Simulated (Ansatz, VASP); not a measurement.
ZrC: VASP beside Ansatz

```
Zr C
1.0
     0.04700    2.37371    2.37371
     2.37371    0.04700    2.37371
     2.37371    2.37371    0.04700
Zr C
1 1
Direct
  0.50000 0.50000 0.50000
  0.00000 0.00000 0.00000
```

Change from the starting cell: equal xy, yz and zx shear strains of +2 %.

Alike in both runs: task single point; functional PBEsol; k mesh 15 × 15 × 15; occupations fermi-dirac, width 0.05 eV; no spin polarisation.

|  | VASP | Ansatz |
| --- | --- | --- |
| version | VASP 6.6.1 | Ansatz 0.2.0 |
| potentials or method | VASP PAW PBE potentials, release 64 (Zr_sv, C), cutoff 520 eV | all-electron LAPW, scalar-relativistic |

Ansatz gave:

- pressure (GPa): -4.5
- traceless stress, the component that is largest in VASP (GPa): -3.15

Task: Which values does VASP return?

Result: Pressure (GPa): -4.2; traceless stress, the component that is largest in VASP (GPa): -3.14.

VASP's potentials were made for PBE, not for PBEsol. Ansatz ran all-electron here, and VASP with PAW potentials.
